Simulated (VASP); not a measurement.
A run of VASP 6.6.1:

Contents of POSCAR:

```
BaTiO3
1.0
    3.9497536798      0.0000000000      0.0000000000
    0.0000000000      2.8114555800      2.8196315850
    0.0000000000     -2.8114555800      2.8196315850
Ba Ti O
1 1 3
Direct
    0.0000000000      0.0000000000      0.0000000000
    0.5000000000      0.5124000000      0.5124000000
    0.0000000000      0.4874000000      0.4874000000
    0.5000000000      0.5052400000      0.9918400000
    0.5000000000      0.9918400000      0.5052400000
```

The input INCAR.step1:

```
SYSTEM = BaTiO3
ALGO = Normal
EDIFF = 1E-4
ENCUT = 520
GGA = PE
ISMEAR = 0
LASPH = .True.
LCHARG = .False.
LREAL = .False.
LWAVE = .True.
NBANDS = 28
NELM = 100
PREC = Accurate
SIGMA = 0.01
```

Contents of INCAR.step2:

```
SYSTEM = BaTiO3
ALGO = Normal
EDIFF = 1E-6
ENCUT = 520
ISIF = 2
ISMEAR = 0
ISTART = 1
LASPH = .True.
LCHARG = .False.
LMIXTAU = .True.
LREAL = .False.
LWAVE = .False.
METAGGA = R2SCAN
NBANDS = 28
NELM = 100
PREC = Accurate
SIGMA = 0.01
```

KPOINTS

```
k-points
0
Gamma
  6 6 6
  0 0 0
```

Potentials or basis: VASP PAW PBE potentials, release 64 (Ba_sv, Ti_sv, O).

Launch:

```sh
$ cat potpaw_PBE.64/Ba_sv/POTCAR potpaw_PBE.64/Ti_sv/POTCAR potpaw_PBE.64/O/POTCAR > POTCAR
$ cp INCAR.step1 INCAR
$ mpirun -np 1 vasp_std > vasp.out
$ cp INCAR.step2 INCAR
$ mpirun -np 1 vasp_std > vasp.out
```

Hardware: 1 thread of Intel(R) Xeon(R) Platinum 8488C (Sapphire Rapids) (shared host).

Problem. How long does it take, and how much memory?

Solution. It took 3.5 min on 1 thread of Intel(R) Xeon(R) Platinum 8488C (Sapphire Rapids), on a shared host, peak memory 0.24 GiB. Counts: k points 52.
